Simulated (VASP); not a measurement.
# Li in VASP: notebook

The runs below take Li through single point, relaxation of the atoms, with PBE.

All numbers are computed with VASP 6.6.1; they aren't measurements. Logs are shortened: lines on timing, memory, paths and dates and some standing lists are left out, and cuts for length are marked.

## (1) The cell of the first run

The cell holds a slab with vacuum, 17 atoms: a = 6.980 Å, b = 6.045 Å, c = 19.403 Å, α = 90.00°, β = 90.00°, γ = 54.74°.

## (2) Single point, PBE

INCAR

```
SYSTEM = Li
ALGO = Normal
EDIFF = 1E-6
ENCUT = 520
GGA = PE
ISIF = 2
ISMEAR = 0
LASPH = .True.
LCHARG = .False.
LREAL = Auto
LWAVE = .False.
NBANDS = 40
NELM = 100
PREC = Accurate
SIGMA = 0.15
```

KPOINTS

```
k-points
0
Gamma
  4 5 1
  0 0 0
```

POSCAR

```
Li
1.0
    6.9800000000      0.0000000000      0.0000000000
    3.4900000000      4.9356050000      0.0000000000
    0.0000000000      0.0000000000     19.4034080000
Li
17
Direct
   -0.2500000000      0.5000000000      0.0515373000
    0.2500000000      0.5000000000      0.0515373000
   -0.2500000000      1.0000000000      0.0515373000
    0.2500000000      1.0000000000      0.0515373000
   -0.0016553983     -0.0018260878      0.1682358863
    0.5031217818     -0.0017547230      0.1690701779
    0.0013136680      0.4964138365      0.1709211291
    0.4994765029      0.5009639230      0.1720130194
   -0.2416731780      0.4968401872      0.2994586628
    0.2456561620      0.4940602017      0.2995286246
   -0.2512464392      1.0070698859      0.2910519310
    0.2511542670      0.9914764882      0.2877835423
    0.0198821255     -0.0251546328      0.4095967577
    0.5028944672     -0.0205240250      0.4069800660
    0.0042099906      0.4825905114      0.4329846223
    0.5175782992      0.4689874214      0.4276664881
    0.2823418049      0.9578415370      0.5313423607
```

Potentials or basis: VASP PAW PBE potentials, release 64 (Li_sv).

On the command line:

```console
$ cat potpaw_PBE.64/Li_sv/POTCAR > POTCAR
$ mpirun -np 1 vasp_std > vasp.out
```

OUTCAR:

```text
SYSTEM = Li
   EDIFF = 1E-6
   ENCUT = 520
   GGA = PE
   ISIF = 2
   ISMEAR = 0
   LASPH = .True.
   LREAL = Auto
   NELM = 100
   PREC = Accurate

 ion  position               nearest neighbor table
   1  0.750  0.500  0.052-
   2  0.250  0.500  0.052-
   3  0.750  0.000  0.052-
   4  0.250  0.000  0.052-
   5  0.998  0.998  0.168-
   6  0.503  0.998  0.169-
[... 9 lines left out ...]
  16  0.518  0.469  0.428-
  17  0.282  0.958  0.531-

  LATTYP: Found a base centered orthorhombic cell.
 ALAT       =     6.9800000000
 B/A-ratio  =     1.4142134670
 C/A-ratio  =     2.7798578797

  Lattice vectors:

 A1 = (   3.4900000000,  -4.9356050000,   0.0000000000)
 A2 = (   3.4900000000,   4.9356050000,   0.0000000000)
 A3 = (   0.0000000000,   0.0000000000,  19.4034080000)

Analysis of symmetry for initial positions (statically):
=====================================================================
 Subroutine PRICEL returns:
 Original cell was already a primitive cell.

 Routine SETGRP: Setting up the symmetry group for a
 base centered orthorhombic supercell.

 Subroutine GETGRP returns: Found  1 space group operations
 (whereof  1 operations were pure point group operations)
 out of a pool of  8 trial point group operations.

The static configuration has the point symmetry C_1 .

Analysis of symmetry for dynamics (positions and initial velocities):
=====================================================================
 Subroutine PRICEL returns:
 Original cell was already a primitive cell.

 Routine SETGRP: Setting up the symmetry group for a
 base centered orthorhombic supercell.

 Subroutine GETGRP returns: Found  1 space group operations
 (whereof  1 operations were pure point group operations)
 out of a pool of  8 trial point group operations.

The dynamic configuration has the point symmetry C_1 .

 Subroutine INISYM returns: Found  1 space group operations
 (whereof  1 operations are pure point group operations),
 and found     1 'primitive' translations

----------------------------------------------------------------------------------------

                                     Primitive cell

  volume of cell :     668.4576

  direct lattice vectors                    reciprocal lattice vectors
     6.980000000  0.000000000  0.000000000     0.143266476 -0.101304703  0.000000000
     3.490000000  4.935605000  0.000000000     0.000000000  0.202609407  0.000000000
     0.000000000  0.000000000 19.403408000     0.000000000  0.000000000  0.051537338

  length of vectors
     6.980000000  6.044857047 19.403408000     0.175464885  0.202609407  0.051537338

  position of ions in fractional coordinates (direct lattice)
     0.750000000  0.500000000  0.051537300
     0.250000000  0.500000000  0.051537300
     0.750000000  0.000000000  0.051537300
     0.250000000  0.000000000  0.051537300
     0.998344602  0.998173912  0.168235886
     0.503121782  0.998245277  0.169070178
[... 9 lines left out ...]
     0.517578299  0.468987421  0.427666488
     0.282341805  0.957841537  0.531342361

  ion indices of the primitive-cell ions
   primitive index   ion index
                 1           1
                 2           2
                 3           3
                 4           4
                 5           5
                 6           6
[... 9 lines left out ...]
                16          16
                17          17

----------------------------------------------------------------------------------------

 KPOINTS: k-points

Automatic generation of k-mesh.
 Grid dimensions read from file:
 generate k-points for:    4    5    1

 Generating k-lattice:

  Cartesian coordinates                     Fractional coordinates (reciprocal lattice)
[... 14 lines left out ...]
|           W    W  A    A  R    R  N N  N  II  N N  N  G       !!!           |
|           W WW W  AAAAAA  RRRRR   N  N N  II  N  N N  G  GGG   !            |
|           WW  WW  A    A  R   R   N   NN  II  N   NN  G    G                |
[... 35 lines left out ...]
   PSTRESS=    0.0 pullay stress
   NELECT =      51.0000    total number of electrons
   NUPDOWN=      -1.0000    fix difference up-down
   EMIN   =  10.00;   EMAX   =-10.00  energy-range for DOS
   EFERMI =   0.00;   METHOD = LEGACY
   ISMEAR =     0;   SIGMA  =   0.15  broadening in eV -4-tet -1-fermi 0-gaus
   EFERMI_NEDOS =   21; number of points for ismear=-14 and -15
   IALGO  =     38    algorithm
   IMIX   =      4    mixing-type and parameters
     AMIX     =   0.40;   BMIX     =  1.00
     AMIX_MAG =   1.60;   BMIX_MAG =  1.00
  volume/ion in A,a.u.               =      39.32       265.35
  Fermi-wavevector in a.u.,A,eV,Ry     =   0.694342  1.312117  6.559521  0.482111
  Thomas-Fermi vector in A             =   1.776809
   LORBIT       =      0    0 simple, 1 ext, 2 COOP (PROOUT), +10 PAW based schemes
   GGA     = PE    functional components
   LHFCALC =     F    Hartree Fock is set to
   AEXX    =    0.0000 exact exchange contribution
   IVDW    =     0    specifies the selected vdW correction
   LEPSILON=     F    determine dielectric tensor
   LRPA    =     F    only Hartree local field effects (RPA)
 non-spin polarized calculation
 Gauss-broadening in eV      SIGMA  =   0.15
  energy-cutoff  :      520.00
  volume of cell :      668.46
 maximum number of plane-waves:     18039
 NGX is ok and might be reduce to    54
   NGX = 25   NGY = 23   NGZ = 73

 number of electron      50.9999999 magnetization

 Free energy of the ion-electron system (eV)
  ---------------------------------------------------
  ext. energy  EPLUGINS =         0.00000000
  ---------------------------------------------------
  free energy    TOTEN  =       -30.07793025 eV

  energy without entropy =      -29.97950225  energy(sigma->0) =      -30.02871625

 E-fermi :  -0.9584     XC(G=0):  -4.5649

 val. band max:       -0.9760322856   @ k =   0.0000   0.0000   0.0000
 cond. band min:      -0.9491302595   @ k =   0.5000   0.4000   0.0000
 fundamental gap:      0.0269020260
 Fermi energy:        -0.9583989810

 k-point     1 :       0.0000    0.0000    0.0000
  band No.  band energies     occupation
      1     -49.0774      2.00000
      2     -47.9187      2.00000
      3     -47.9152      2.00000
      4     -47.9115      2.00000
      5     -47.9089      2.00000
      6     -47.8993      2.00000
[... 429 lines left out ...]
     36       1.0709      0.00000
     37       1.4517      0.00000
 [bands above 37 left out]

------------------------ aborting loop because EDIFF is reached ----------------------------------------

  FORCE on cell =-STRESS in cart. coord.  units (eV):
  Direction    XX          YY          ZZ          XY          YZ          ZX
  --------------------------------------------------------------------------------------
  -------------------------------------------------------------------------------------
  Total       -2.0075447     -1.3723979      0.0650277     -0.2996110      0.0269385      0.0227603
  in kB       -4.8117381     -3.2894009      0.1558602     -0.7181159      0.0645669      0.0545524
  external PRESSURE =      -2.6484263 kB  Pullay stress =       0.0000000 kB

 VOLUME and BASIS-vectors are now :
 -----------------------------------------------------------------------------
  energy-cutoff  :      520.00
  volume of cell :      668.46
      direct lattice vectors                 reciprocal lattice vectors
     6.980000000  0.000000000  0.000000000     0.143266476 -0.101304703  0.000000000
     3.490000000  4.935605000  0.000000000     0.000000000  0.202609407  0.000000000
     0.000000000  0.000000000 19.403408000     0.000000000  0.000000000  0.051537338

 POSITION                                       TOTAL-FORCE (eV/Angst)
 -----------------------------------------------------------------------------------
      6.98000      2.46780      1.00000        -0.005951     -0.002569      0.005160
      3.49000      2.46780      1.00000         0.005256     -0.002230      0.005722
      5.23500      0.00000      1.00000        -0.004469     -0.000765     -0.042615
      1.74500      0.00000      1.00000         0.003870      0.000868     -0.022164
     10.45207      4.92659      3.26435        -0.000402      0.001603      0.009180
      6.99567      4.92694      3.28054        -0.000020      0.002746      0.006076
[... 9 lines left out ...]
      5.24946      2.31474      8.29819        -0.001210     -0.002927      0.004290
      5.31361      4.72753     10.30985         0.000837      0.000774      0.013631
 -----------------------------------------------------------------------------------
    total drift:                               -0.003097      0.017835     -0.001049

  FREE ENERGIE OF THE ION-ELECTRON SYSTEM (eV)
  ---------------------------------------------------
  free  energy   TOTEN  =       -30.0779302453 eV

  energy  without entropy=      -29.9795022488  energy(sigma->0) =      -30.02871625
```

Run time: 7.6 min. Hardware: 1 thread of Intel Xeon 6975P-C (Granite Rapids), shared host; peak memory 0.8 GiB.

Results:

```
Free energy            : -30.0779 eV
Largest force          : 0.043 eV/Å
Band gap on the k mesh : zero (an odd number of electrons rules out a gap without spin polarisation)
```

Forces on the atoms (eV/Å):
```
Li  -0.006 -0.003  0.005
Li   0.005 -0.002  0.006
Li  -0.004 -0.001 -0.043
Li   0.004  0.001 -0.022
Li   0.000  0.002  0.009
Li   0.000  0.003  0.006
Li  -0.002 -0.003  0.001
Li   0.002 -0.005  0.004
Li  -0.005  0.003  0.011
Li   0.004  0.003  0.008
Li   0.001 -0.009 -0.010
Li   0.003 -0.005 -0.007
Li   0.004  0.004  0.009
Li  -0.005  0.005  0.006
Li  -0.001  0.009 -0.001
Li  -0.001 -0.003  0.004
Li   0.001  0.001  0.014
```

Levels at points of the mesh, in eV from the Fermi level:
```
           k point  band 23  band 24  band 25  band 26  band 27  band 28  band 29  band 30
(0.00, 0.00, 0.00)    -0.02     0.02     0.06     0.15     0.23     0.25     0.30     0.37
(0.50, 0.00, 0.00)    -0.84    -0.23    -0.20     0.09     0.26     0.39     0.40     1.17
```

Caveat: the cutoff is under 1.25 times the usual one of these potentials, so pressure, stress and relaxed cells hold a basis-set (Pulay) error; there is no dipole correction, which matters where the two faces differ.

## (3) Relaxation of the atoms, PBE

INCAR

```
  PREC = Accurate
  ENCUT = 520
  EDIFF = 1E-6
  ISMEAR = 0
  SIGMA = 0.15
  LREAL = Auto
  LASPH = T
  NELM = 100
  ALGO = Normal
  ISIF = 2
  LWAVE = F
  LCHARG = F
  GGA = PE
  IBRION = 2
  NSW = 80
  EDIFFG = -0.03
```

KPOINTS

```
regular mesh
0
Gamma
  4 5 1
```

POSCAR

```
Li
1.0
    6.9800000000      0.0000000000      0.0000000000
    3.4900000000      4.9356050000      0.0000000000
    0.0000000000      0.0000000000     19.4034080000
Li
17
Selective dynamics
Direct
   -0.2500000000      0.5000000000      0.0515373000  F F F
    0.2500000000      0.5000000000      0.0515373000  F F F
   -0.2500000000      1.0000000000      0.0515373000  F F F
    0.2500000000      1.0000000000      0.0515373000  F F F
    0.0000000000      0.0000000000      0.1787213000  T T T
    0.5000000000      0.0000000000      0.1787213000  T T T
    0.0000000000      0.5000000000      0.1787213000  T T T
    0.5000000000      0.5000000000      0.1787213000  T T T
   -0.2500000000      0.5000000000      0.3059053000  T T T
    0.2500000000      0.5000000000      0.3059053000  T T T
   -0.2500000000      1.0000000000      0.3059053000  T T T
    0.2500000000      1.0000000000      0.3059053000  T T T
    0.0000000000      0.0000000000      0.4330893000  T T T
    0.5000000000      0.0000000000      0.4330893000  T T T
    0.0000000000      0.5000000000      0.4330893000  T T T
    0.5000000000      0.5000000000      0.4330893000  T T T
    0.3268621000      0.8417589000      0.5361640000  T T T
```

Potentials or basis: VASP PAW PBE potentials, release 64 (Li_sv).

On the command line:

```console
$ cat potpaw_PBE.64/Li_sv/POTCAR > POTCAR
$ mpirun -np 1 vasp_std > vasp.out
```

It took 87 min on 1 thread of Intel Xeon 6975P-C (Granite Rapids), shared host; peak memory 0.85 GiB.

It converged, with:

| Item | Value |
| --- | --- |
| Free energy | -30.0698 eV |
| Energy gained by relaxing | 9.9 meV/atom |
| Ionic steps | 21 |
| Band gap on the k mesh | zero (an odd number of electrons rules out a gap without spin polarisation) |

Step by step:
```
step  energy change (eV)  largest force on free atoms (eV/Å)  pressure (GPa)
   1              0.0000                              0.4853           -0.34
   2             -0.0248                              0.4119           -0.35
   3             -0.0764                              0.2111           -0.38
   4             -0.0932                              0.1983           -0.42
   5             -0.0990                              0.1300           -0.41
   6             -0.1060                              0.1049           -0.41
   7             -0.1211                              0.0733           -0.42
   8             -0.1243                              0.1225           -0.41
   9             -0.1274                              0.1030           -0.42
  10             -0.1338                              0.0727           -0.42
  11             -0.1414                              0.0470           -0.41
  12             -0.1393                              0.1012           -0.40
  13             -0.1433                              0.0630           -0.41
  14             -0.1507                              0.0494           -0.40
  15             -0.1562                              0.0461           -0.39
  16             -0.1552                              0.0921           -0.36
  17             -0.1577                              0.0643           -0.37
  18             -0.1637                              0.0403           -0.36
  19             -0.1665                              0.0375           -0.34
  20             -0.1667                              0.0371           -0.34
  21             -0.1684                              0.0276           -0.33
```

Final structure:
```yaml
crystal:
  lattice:
    - [6.98000, 0.00000, 0.00000]
    - [3.49000, 4.93560, 0.00000]
    - [0.00000, 0.00000, 19.40341]
  atoms:
    - { symbol: Li, position: [0.75000, 0.50000, 0.05154] }
    - { symbol: Li, position: [0.25000, 0.50000, 0.05154] }
    - { symbol: Li, position: [0.75000, 0.00000, 0.05154] }
    - { symbol: Li, position: [0.25000, 0.00000, 0.05154] }
    - { symbol: Li, position: [0.99904, 0.99939, 0.16992] }
    - { symbol: Li, position: [0.50135, 0.99978, 0.16979] }
    - { symbol: Li, position: [0.00115, 0.49704, 0.17145] }
    - { symbol: Li, position: [0.49929, 0.50199, 0.17513] }
    - { symbol: Li, position: [0.77244, 0.50018, 0.30334] }
    - { symbol: Li, position: [0.22765, 0.49994, 0.30327] }
    - { symbol: Li, position: [0.73593, 0.02838, 0.29228] }
    - { symbol: Li, position: [0.26151, 0.97724, 0.29187] }
    - { symbol: Li, position: [0.00721, 0.98504, 0.41373] }
    - { symbol: Li, position: [0.50544, 0.98752, 0.41392] }
    - { symbol: Li, position: [0.00588, 0.48049, 0.44499] }
    - { symbol: Li, position: [0.50828, 0.48634, 0.42232] }
    - { symbol: Li, position: [0.30074, 0.89797, 0.53587] }
```

Levels at points of the mesh, in eV from the Fermi level:
```tsv
k point	band 22	band 23	band 24	band 25	band 26	band 27	band 28	band 29	band 30	band 31
(0.00, 0.00, 0.00)	-0.03	0.02	0.04	0.07	0.12	0.25	0.26	0.30	0.39	0.40
(0.50, 0.00, 0.00)	-1.03	-0.85	-0.24	-0.15	0.08	0.25	0.38	0.42	1.13	1.19
```

Caveat: the cutoff is under 1.25 times the usual one of these potentials, so pressure, stress and relaxed cells hold a basis-set (Pulay) error; there is no dipole correction, which matters where the two faces differ.

## (4) Single point, PBE

INCAR

```
SYSTEM = Li
ALGO = Normal
EDIFF = 1E-6
ENCUT = 520
GGA = PE
ISIF = 2
ISMEAR = 0
LASPH = .TRUE.
LCHARG = .FALSE.
LREAL = Auto
LWAVE = .FALSE.
NBANDS = 40
NELM = 100
PREC = Accurate
SIGMA = 0.15
```

KPOINTS

```
k-points
0
G
  4 5 1
  0 0 0
```

POSCAR

```
Li
1.0
    6.9800000000      0.0000000000      0.0000000000
    3.4900000000      4.9356050000      0.0000000000
    0.0000000000      0.0000000000     19.4034080000
Li
17
Direct
   -0.2499999493      0.4999998987      0.0515372866
    0.2500000507      0.4999998987      0.0515372866
   -0.2500000000      1.0000000000      0.0515372866
    0.2500000000      1.0000000000      0.0515372866
   -0.0016554221     -0.0018261186      0.1682359099
    0.5031218126     -0.0017548001      0.1690701963
    0.0013136730      0.4964139148      0.1709211083
    0.4994764956      0.5009639143      0.1720130299
   -0.2416732544      0.4968402050      0.2994586827
    0.2456561458      0.4940602013      0.2995286189
   -0.2512463876      1.0070698526      0.2910519121
    0.2511543377      0.9914764249      0.2877835172
    0.0198821539     -0.0251545657      0.4095967574
    0.5028944853     -0.0205239277      0.4069800522
    0.0042100594      0.4825904828      0.4329846077
    0.5175783181      0.4689874899      0.4276664697
    0.2823418875      0.9578414399      0.5313423807
```

On the command line:

```console
$ cat potpaw_PBE.64/Li_sv/POTCAR > POTCAR
$ mpirun -np 1 vasp_std > vasp.out
```

It took 6.1 min on 1 thread of Intel Xeon 6975P-C (Granite Rapids), shared host; peak memory 0.8 GiB.

The run converged. Its results:

```
Free energy            : -30.0779 eV
Largest force          : 0.043 eV/Å
Band gap on the k mesh : zero (an odd number of electrons rules out a gap without spin polarisation)
```

Forces on the atoms (eV/Å):
```
Li  -0.006 -0.003  0.005
Li   0.005 -0.002  0.006
Li  -0.004 -0.001 -0.043
Li   0.004  0.001 -0.022
Li   0.000  0.002  0.009
Li   0.000  0.003  0.006
Li  -0.002 -0.003  0.001
Li   0.002 -0.005  0.004
Li  -0.005  0.003  0.011
Li   0.004  0.003  0.008
Li   0.001 -0.009 -0.010
Li   0.003 -0.005 -0.007
Li   0.004  0.004  0.009
Li  -0.005  0.005  0.006
Li  -0.001  0.009 -0.001
Li  -0.001 -0.003  0.004
Li   0.001  0.001  0.014
```

Levels at points of the mesh, in eV from the Fermi level:
```tsv
k point	band 23	band 24	band 25	band 26	band 27	band 28	band 29	band 30
(0.00, 0.00, 0.00)	-0.02	0.02	0.06	0.15	0.23	0.25	0.30	0.37
(0.50, 0.00, 0.00)	-0.84	-0.23	-0.20	0.09	0.26	0.39	0.40	1.17
```

Caveat: the cutoff is under 1.25 times the usual one of these potentials, so pressure, stress and relaxed cells hold a basis-set (Pulay) error; there is no dipole correction, which matters where the two faces differ.

The gap in the log of VASP goes by the Fermi energy; the results here count the filled bands.